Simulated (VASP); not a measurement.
# SnSe2 (P-3m1) in VASP: further runs

Runs on SnSe2. Level: PBE. Tasks: single point.

Program: VASP 6.6.1. These are calculated values, not measurements. Logs are shortened: lines on timing, memory, paths and dates and some standing lists are left out, and cuts for length are marked.

**1. The cell of the first run**

Symmetry: P-3m1, No. 164, trigonal system. The conventional cell has a = 3.707 Å, b = 3.707 Å, c = 5.968 Å, α = 90.00°, β = 90.00°, γ = 120.00°. Within 3.4 Å of Sn (site symmetry -3m) lie 6 Se at 2.61 Å. Se (site symmetry 3m) has 3 Sn at 2.61 Å within 3.4 Å.

**2. Single point, PBE**

File INCAR:

```
SYSTEM = SnSe2
PREC = Accurate ; ENCUT = 520
EDIFF = 1E-7 ; ISMEAR = 1
SIGMA = 0.1 ; LREAL = .FALSE.
LASPH = .TRUE. ; NELM = 80
ALGO = Normal ; ISIF = 2
LWAVE = .FALSE. ; LCHARG = .FALSE.
GGA = PE ; NBANDS = 20
```

File KPOINTS:

```
Automatic mesh
0
G
  6 6 4
  0 0 0
```

File POSCAR:

```
SnSe2
1.0
    3.7065360167      0.0000000000      0.0000000000
   -1.8532680084      3.2099516138      0.0000000000
    0.0000000000      0.0000000000      5.9678050377
Sn Se
1 2
Direct
    0.0000000000      0.0000000000      0.0000000000
    0.3333333333      0.6666666667      0.2490000000
    0.6666666667      0.3333333333      0.7510000000
```

Potentials or basis: VASP PAW PBE potentials, release 64 (Sn_d, Se).

Started as:

```sh
cat potpaw_PBE.64/Sn_d/POTCAR potpaw_PBE.64/Se/POTCAR > POTCAR
mpirun -np 1 vasp_std > vasp.out
```

OUTCAR:

```text
SYSTEM = SnSe2
   PREC = Accurate
   ENCUT = 520
   EDIFF = 1E-7
   ISMEAR = 1
   LREAL = .FALSE.
   LASPH = .TRUE.
   NELM = 80
   ISIF = 2
   GGA = PE

 ion  position               nearest neighbor table
   1  0.000  0.000  0.000-   2 2.61   3 2.61   3 2.61   2 2.61   3 2.61   2 2.61
   2  0.333  0.667  0.249-   1 2.61   1 2.61   1 2.61
   3  0.667  0.333  0.751-   1 2.61   1 2.61   1 2.61

  LATTYP: Found a hexagonal cell.
 ALAT       =     3.7065360167
 C/A-ratio  =     1.6100760955

  Lattice vectors:

 A1 = (   3.7065360167,   0.0000000000,   0.0000000000)
 A2 = (  -1.8532680084,   3.2099516138,   0.0000000000)
 A3 = (   0.0000000000,   0.0000000000,   5.9678050377)

Analysis of symmetry for initial positions (statically):
=====================================================================
 Subroutine PRICEL returns:
 Original cell was already a primitive cell.

 Routine SETGRP: Setting up the symmetry group for a
 hexagonal supercell.

 Subroutine GETGRP returns: Found 12 space group operations
 (whereof 12 operations were pure point group operations)
 out of a pool of 24 trial point group operations.

The static configuration has the point symmetry D_3d.

Analysis of symmetry for dynamics (positions and initial velocities):
=====================================================================
 Subroutine PRICEL returns:
 Original cell was already a primitive cell.

 Routine SETGRP: Setting up the symmetry group for a
 hexagonal supercell.

 Subroutine GETGRP returns: Found 12 space group operations
 (whereof 12 operations were pure point group operations)
 out of a pool of 24 trial point group operations.

The dynamic configuration has the point symmetry D_3d.

 Subroutine INISYM returns: Found 12 space group operations
 (whereof 12 operations are pure point group operations),
 and found     1 'primitive' translations

----------------------------------------------------------------------------------------

                                     Primitive cell

  volume of cell :      71.0038

  direct lattice vectors                    reciprocal lattice vectors
     3.706536017  0.000000000  0.000000000     0.269793682  0.155765588  0.000000000
    -1.853268008  3.209951614  0.000000000     0.000000000  0.311531176  0.000000000
     0.000000000  0.000000000  5.967805038     0.000000000  0.000000000  0.167565796

  length of vectors
     3.706536017  3.706533647  5.967805038     0.311530976  0.311531176  0.167565796

  position of ions in fractional coordinates (direct lattice)
     0.000000000  0.000000000  0.000000000
     0.333333333  0.666666667  0.249000000
     0.666666667  0.333333333  0.751000000

  ion indices of the primitive-cell ions
   primitive index   ion index
                 1           1
                 2           2
                 3           3

----------------------------------------------------------------------------------------

 KPOINTS: Automatic mesh

Automatic generation of k-mesh.
 Grid dimensions read from file:
 generate k-points for:    6    6    4

 Generating k-lattice:

  Cartesian coordinates                     Fractional coordinates (reciprocal lattice)
     0.044965614  0.025960931  0.000000000     0.166666667  0.000000000  0.000000000
     0.000000000  0.051921863  0.000000000     0.000000000  0.166666667  0.000000000
     0.000000000  0.000000000  0.041891449     0.000000000  0.000000000  0.250000000

  Length of vectors
     0.051921829  0.051921863  0.041891449

  Shift w.r.t. Gamma in fractional coordinates (k-lattice)
     0.000000000  0.000000000  0.000000000

 Subroutine IBZKPT returns following result:
 ===========================================

 Found     24 irreducible k-points:

 Following reciprocal coordinates:
            Coordinates               Weight
  0.000000  0.000000  0.000000      1.000000
  0.166667 -0.000000  0.000000      6.000000
  0.333333 -0.000000  0.000000      6.000000
  0.500000 -0.000000  0.000000      3.000000
  0.166667  0.166667  0.000000      6.000000
  0.333333  0.166667  0.000000     12.000000
[... 16 lines left out ...]
  0.333333  0.166667  0.500000     12.000000
  0.333333  0.333333  0.500000      2.000000
   k-points           NKPTS =     24   k-points in BZ     NKDIM =     24   number of bands    NBANDS=     20
   number of dos      NEDOS =    301   number of ions     NIONS =      3
   total plane-waves  NPLWV =  37632
   dimension x,y,z NGX =    28 NGY =   28 NGZ =   48
   dimension x,y,z NGXF=    56 NGYF=   56 NGZF=   96
   ions per type =               1   2
   NGX,Y,Z   is equivalent  to a cutoff of  12.56, 12.56, 13.37 a.u.
   NGXF,Y,Z  is equivalent  to a cutoff of  25.12, 25.12, 26.74 a.u.
 SYSTEM =  SnSe2
   PREC   = accura    normal or accurate (medium, high low for compatibility)
   ISTART =      0    job   : 0-new  1-cont  2-samecut
   ICHARG =      2    charge: 1-file 2-atom 10-const
   ISPIN  =      1    spin polarized calculation?
[... 40 lines left out ...]
 maximum number of plane-waves:      1924
   NGX = 13   NGY = 13   NGZ = 23

 number of electron      25.9999996 magnetization

 Free energy of the ion-electron system (eV)
  ---------------------------------------------------
  ext. energy  EPLUGINS =         0.00000000
  ---------------------------------------------------
  free energy    TOTEN  =       -11.37011714 eV

  energy without entropy =      -11.37094931  energy(sigma->0) =      -11.37039453

 E-fermi :   5.1588     XC(G=0):  -9.8363

 val. band max:        5.1340890610   @ k =   0.0000   0.0000   0.0000
 cond. band min:       6.0088069753   @ k =   0.5000  -0.0000   0.2500
 fundamental gap:      0.8747179143
 Fermi energy:         5.1588222100

 k-point     1 :       0.0000    0.0000    0.0000
  band No.  band energies     occupation
      1     -16.2949      2.00000
      2     -16.2949      2.00000
      3     -16.2385      2.00000
      4     -16.2166      2.00000
      5     -16.2166      2.00000
      6      -9.5566      2.00000
[... 12 lines left out ...]
     19      14.1305      0.00000
     20      14.1305      0.00000

 k-point     2 :       0.1667   -0.0000    0.0000
  band No.  band energies     occupation
      1     -16.3157      2.00000
      2     -16.2835      2.00000
      3     -16.2303      2.00000
      4     -16.2216      2.00000
      5     -16.2129      2.00000
      6      -9.2438      2.00000
[... 12 lines left out ...]
     19      13.3907      0.00000
     20      14.3584      0.00000

 k-point     3 :       0.3333   -0.0000    0.0000
  band No.  band energies     occupation
      1     -16.3612      2.00000
      2     -16.2702      2.00000
      3     -16.2424      2.00000
      4     -16.1987      2.00000
      5     -16.1955      2.00000
      6      -8.3865      2.00000
[... 12 lines left out ...]
     19      14.2606      0.00000
     20      15.1057      0.00000

 k-point     4 :       0.5000   -0.0000    0.0000
  band No.  band energies     occupation
      1     -16.3846      2.00000
      2     -16.2680      2.00000
      3     -16.2491      2.00000
      4     -16.1858      2.00000
      5     -16.1821      2.00000
      6      -7.5978      2.00000
[... 12 lines left out ...]
     19      15.5444      0.00000
     20      15.9363      0.00000

 k-point     5 :       0.1667    0.1667    0.0000
  band No.  band energies     occupation
      1     -16.3399      2.00000
      2     -16.2818      2.00000
      3     -16.2308      2.00000
      4     -16.2189      2.00000
      5     -16.1958      2.00000
      6      -8.6513      2.00000
[... 12 lines left out ...]
     19      12.0280      0.00000
     20      15.5751      0.00000
[... 353 lines left out ...]
      6      -7.4858      2.00000
[... 12 lines left out ...]
     19      15.2926      0.00000
     20      16.3489      0.00000

 k-point    22 :       0.1667    0.1667    0.5000
  band No.  band energies     occupation
      1     -16.3402      2.00000
      2     -16.2819      2.00000
      3     -16.2309      2.00000
      4     -16.2188      2.00000
      5     -16.1957      2.00000
      6      -8.4781      2.00000
[... 12 lines left out ...]
     19      13.1824      0.00000
     20      14.3665      0.00000

 k-point    23 :       0.3333    0.1667    0.5000
  band No.  band energies     occupation
      1     -16.3630      2.00000
      2     -16.2867      2.00000
      3     -16.2366      2.00000
      4     -16.2003      2.00000
      5     -16.1845      2.00000
      6      -7.5709      2.00000
[... 12 lines left out ...]
     19      13.5995      0.00000
     20      14.8941      0.00000

 k-point    24 :       0.3333    0.3333    0.5000
  band No.  band energies     occupation
      1     -16.3285      2.00000
      2     -16.3285      2.00000
      3     -16.2127      2.00000
      4     -16.2127      2.00000
      5     -16.1910      2.00000
      6      -6.9845      2.00000
[... 12 lines left out ...]
     19      14.1265      0.00000
     20      14.3184      0.00000

------------------------ aborting loop because EDIFF is reached ----------------------------------------

  FORCE on cell =-STRESS in cart. coord.  units (eV):
  Direction    XX          YY          ZZ          XY          YZ          ZX
  --------------------------------------------------------------------------------------
  -------------------------------------------------------------------------------------
  Total        6.0377550      6.0377447      6.4381293     -0.0000000      0.0000000     -0.0000000
  in kB      136.2400311    136.2397988    145.2743494     -0.0000000      0.0000000     -0.0000000
  external PRESSURE =     139.2513931 kB  Pullay stress =       0.0000000 kB

 VOLUME and BASIS-vectors are now :
 -----------------------------------------------------------------------------
  energy-cutoff  :      520.00
  volume of cell :       71.00
      direct lattice vectors                 reciprocal lattice vectors
     3.706536017  0.000000000  0.000000000     0.269793682  0.155765588  0.000000000
    -1.853268008  3.209951614  0.000000000     0.000000000  0.311531176  0.000000000
     0.000000000  0.000000000  5.967805038     0.000000000  0.000000000  0.167565796

 POSITION                                       TOTAL-FORCE (eV/Angst)
 -----------------------------------------------------------------------------------
      0.00000      0.00000      0.00000        -0.000000      0.000000      0.000000
     -0.00000      2.13997      1.48598        -0.000000      0.000000      1.750894
      1.85327      1.06998      4.48182         0.000000     -0.000000     -1.750894
 -----------------------------------------------------------------------------------
    total drift:                                0.000000      0.000000     -0.000000

  FREE ENERGIE OF THE ION-ELECTRON SYSTEM (eV)
  ---------------------------------------------------
  free  energy   TOTEN  =       -11.3701171405 eV

  energy  without entropy=      -11.3709493139  energy(sigma->0) =      -11.37039453
```

Wall time 41 s (1 thread of Intel Xeon 8259CL, shared host); peak memory 0.2 GiB.

Results:

```
Free energy            : -11.3701 eV
Pressure               : 13.9 GPa
Largest force          : 1.751 eV/Å
Band gap on the k mesh : 0.87 eV, indirect (least direct gap 1.46 eV)
```

Forces in eV/Å, atoms in the order of the input:
```
Sn   0.000  0.000  0.000
Se   0.000  0.000  1.751
Se   0.000  0.000 -1.751
```

Levels at points of the mesh, in eV from the valence-band top:
```csv
k point,band 10,band 11,band 12,band 13,band 14,band 15,band 16,band 17
"(0.00, 0.00, 0.00)",-0.81,-0.46,-0.46,0.00,1.50,2.96,4.77,4.77
"(0.50, 0.00, 0.00)",-3.27,-3.03,-1.41,-0.36,1.22,3.84,5.36,5.66
"(0.00, 0.00, 0.50)",-0.91,-0.91,-0.29,-0.29,2.84,3.02,4.46,4.46
"(0.50, 0.00, 0.50)",-2.85,-2.18,-1.00,-0.81,0.99,4.26,4.81,5.68
```

Caveat: spin-orbit coupling is left out, which moves the levels of the heavy elements; this functional lacks dispersion, which binds the layers, so the pressure and a relaxed spacing across them are unreliable; forces of over 1 eV/Å act on the atoms, so gaps and moduli don't describe the material at rest. A k mesh can miss the band edges.

**3. Single point, PBE**

This run uses another cell than the first one, of 24.35 Å³/atom, 1.029 times its volume.

File INCAR:

```
SYSTEM = SnSe2
ALGO = Normal
EDIFF = 1E-7
ENCUT = 520
GGA = PE
ISIF = 2
ISMEAR = 1
LASPH = .TRUE.
LCHARG = .TRUE.
LELF = .TRUE.
LREAL = .FALSE.
LVHAR = .TRUE.
LWAVE = .FALSE.
NBANDS = 20
NELM = 80
PREC = Accurate
SIGMA = 0.1
```

File KPOINTS:

```
k-points
0
G
  6 6 4
  0 0 0
```

File POSCAR:

```
SnSe2
1.0
    3.7420074162      0.0000000000      0.0000000000
   -1.8710037081      3.2406707207      0.0000000000
    0.0000000000      0.0000000000      6.0249166900
Sn Se
1 2
Direct
    0.0000000000      0.0000000000      0.0000000000
    0.3333333333      0.6666666667      0.2490000000
    0.6666666667      0.3333333333      0.7510000000
```

Potentials or basis: VASP PAW PBE potentials, release 64 (Sn_d, Se).

Started as:

```sh
cat potpaw_PBE.64/Sn_d/POTCAR potpaw_PBE.64/Se/POTCAR > POTCAR
mpirun -np 1 vasp_std > vasp.out
```

Run time: 48 s. Hardware: 1 thread of Intel Xeon 8259CL, shared host; peak memory 0.2 GiB.

The run converged. Its results:

```
Free energy            : -11.5285 eV
Pressure               : 10.8 GPa
Largest force          : 1.396 eV/Å
Band gap on the k mesh : 0.86 eV, indirect (least direct gap 1.35 eV)
```

Forces in eV/Å, atoms in the order of the input:
```
Sn   0.000  0.000  0.000
Se   0.000  0.000  1.396
Se   0.000  0.000 -1.396
```

Stress tensor (GPa, compression positive):
```
10.42  0.00  0.00
 0.00 10.42  0.00
 0.00  0.00 11.45
```

Levels at points of the mesh, in eV from the valence-band top:
```
           k point  band 11  band 12  band 13  band 14  band 15  band 16
(0.00, 0.00, 0.00)    -0.44    -0.44     0.00     1.35     2.96     4.73
(0.50, 0.00, 0.00)    -2.91    -1.33    -0.34     1.20     3.83     5.39
(0.00, 0.00, 0.50)    -0.87    -0.27    -0.27     2.70     2.99     4.43
(0.50, 0.00, 0.50)    -2.12    -0.94    -0.77     0.95     4.27     4.83
```

Caveat: spin-orbit coupling is left out, which moves the levels of the heavy elements; this functional lacks dispersion, which binds the layers, so the pressure and a relaxed spacing across them are unreliable; forces of over 1 eV/Å act on the atoms, so gaps and moduli don't describe the material at rest.

**4. Single point, PBE**

This run uses another cell than the first one, of 25.04 Å³/atom, 1.058 times its volume.

File INCAR:

```
SYSTEM = SnSe2
PREC = Accurate
ENCUT = 520
EDIFF = 1E-6
ISMEAR = 1
SIGMA = 0.1
LREAL = .FALSE.
LASPH = .TRUE.
NELM = 60
ALGO = Normal
ISIF = 2
LWAVE = .FALSE.
LCHARG = .FALSE.
GGA = PE
NBANDS = 20
```

File KPOINTS:

```
Automatic mesh
0
G
  6 6 4
  0 0 0
```

File POSCAR:

```
SnSe2
1.0
    3.7768187865      0.0000000000      0.0000000000
   -1.8884093933      3.2708182260      0.0000000000
    0.0000000000      0.0000000000      6.0809656453
Sn Se
1 2
Direct
    0.0000000000      0.0000000000      0.0000000000
    0.3333333333      0.6666666667      0.2490000000
    0.6666666667      0.3333333333      0.7510000000
```

Started as:

```sh
cat potpaw_PBE.64/Sn_d/POTCAR potpaw_PBE.64/Se/POTCAR > POTCAR
mpirun -np 1 vasp_std > vasp.out
```

Run time: 45 s. Hardware: 1 thread of Intel Xeon 8259CL, shared host; peak memory 0.2 GiB.

Results (log left out):

```yaml
Free_energy: -11.6491 eV
Pressure: 8.0 GPa
Largest_force: 1.077 eV/Å
Band_gap_on_the_k_mesh: 0.84 eV, indirect (least direct gap 1.22 eV)
```

Forces on the atoms (eV/Å):
```
Sn   0.000  0.000  0.000
Se   0.000  0.000  1.077
Se   0.000  0.000 -1.077
```

Stress tensor (GPa, compression positive):
```
7.64 0.00 0.00
0.00 7.64 0.00
0.00 0.00 8.78
```

Levels at points of the mesh, in eV from the valence-band top:
```tsv
k point	band 10	band 11	band 12	band 13	band 14	band 15	band 16	band 17
(0.00, 0.00, 0.00)	-0.73	-0.41	-0.41	0.00	1.22	2.95	4.69	4.69
(0.50, 0.00, 0.00)	-3.02	-2.79	-1.26	-0.32	1.18	3.82	5.42	5.55
(0.00, 0.00, 0.50)	-0.83	-0.83	-0.25	-0.25	2.57	2.95	4.40	4.40
(0.50, 0.00, 0.50)	-2.62	-2.05	-0.89	-0.73	0.91	4.27	4.84	5.79
```

Caveat: spin-orbit coupling is left out, which moves the levels of the heavy elements; this functional lacks dispersion, which binds the layers, so the pressure and a relaxed spacing across them are unreliable; forces of over 1 eV/Å act on the atoms, so gaps and moduli don't describe the material at rest.

**5. Single point, PBE**

This run uses another cell than the first one, of 25.73 Å³/atom, 1.087 times its volume.

File INCAR:

```
PREC     = Accurate       # precision mode
ENCUT    = 520            # plane-wave cutoff, eV
EDIFF    = 1E-6           # SCF threshold, eV
ISMEAR   = 1              # smearing method
SIGMA    = 0.1            # smearing width, eV
LREAL    = False          # projectors in reciprocal space
LASPH    = True           # aspherical terms in the spheres
NELM     = 80             # most SCF steps
ALGO     = Normal         # electronic algorithm
ISIF     = 2              # what is computed and relaxed
LWAVE    = False          # write WAVECAR
LCHARG   = False          # write CHGCAR
GGA      = PE             # functional
NBANDS   = 20             # bands
```

File KPOINTS:

```
regular mesh
0
Gamma
  6 6 4
```

File POSCAR:

```
SnSe2
1.0
    3.8110000000      0.0000000000      0.0000000000
   -1.9055000000      3.3004200000      0.0000000000
    0.0000000000      0.0000000000      6.1360000000
Sn Se
1 2
Direct
    0.0000000000      0.0000000000      0.0000000000
    0.3333333333      0.6666666667      0.2490000000
    0.6666666667      0.3333333333      0.7510000000
```

Started as:

```sh
cat potpaw_PBE.64/Sn_d/POTCAR potpaw_PBE.64/Se/POTCAR > POTCAR
mpirun -np 1 vasp_std > vasp.out
```

It took 49 s on 1 thread of Intel Xeon 8259CL, shared host; peak memory 0.2 GiB.

It converged, with:

| Item | Value |
| --- | --- |
| Free energy | -11.7368 eV |
| Pressure | 5.7 GPa |
| Largest force | 0.790 eV/Å |
| Band gap on the k mesh | 0.82 eV, indirect (least direct gap 1.09 eV) |

Forces on the atoms (eV/Å):
```
Sn   0.000  0.000  0.000
Se   0.000  0.000  0.790
Se   0.000  0.000 -0.790
```

Stress tensor (GPa, compression positive):
```
5.25 0.00 0.00
0.00 5.25 0.00
0.00 0.00 6.47
```

Levels at points of the mesh, in eV from the valence-band top:
```tsv
k point	band 11	band 12	band 13	band 14	band 15	band 16
(0.00, 0.00, 0.00)	-0.39	-0.39	0.00	1.09	2.95	4.64
(0.50, 0.00, 0.00)	-2.68	-1.19	-0.30	1.16	3.80	5.45
(0.00, 0.00, 0.50)	-0.78	-0.23	-0.23	2.45	2.92	4.37
(0.50, 0.00, 0.50)	-1.99	-0.83	-0.69	0.87	4.26	4.85
```

Caveat: spin-orbit coupling is left out, which moves the levels of the heavy elements; this functional lacks dispersion, which binds the layers, so the pressure and a relaxed spacing across them are unreliable. A k mesh can miss the band edges.

**6. Summary**

```csv
cell,gap on the mesh (eV),pressure (GPa),largest force (eV/Å)
"a = 3.707, b = 3.707, c = 5.968 Å, angles 90.0, 90.0, 120.0°, 3 atoms",0.87,13.9,1.75
"a = 3.742, b = 3.742, c = 6.025 Å, angles 90.0, 90.0, 120.0°, 3 atoms",0.86,10.8,1.40
"a = 3.777, b = 3.777, c = 6.081 Å, angles 90.0, 90.0, 120.0°, 3 atoms",0.84,8.0,1.08
"a = 3.811, b = 3.811, c = 6.136 Å, angles 90.0, 90.0, 120.0°, 3 atoms",0.82,5.7,0.79
```

Alike in all rows: task single point; level PBE; potentials or basis VASP PAW PBE potentials, release 64 (Sn_d, Se); no spin polarisation; k mesh 6 × 6 × 4; cutoff (eV) 520; smearing methfessel-paxton 0.1 eV.

Caveats: spin-orbit coupling is left out, which moves the levels of the heavy elements; this functional lacks dispersion, which binds the layers, so the pressure and a relaxed spacing across them are unreliable; forces of over 1 eV/Å act on the atoms, so gaps and moduli don't describe the material at rest (some runs).

Absolute energies hang on the potentials; compare differences alone.
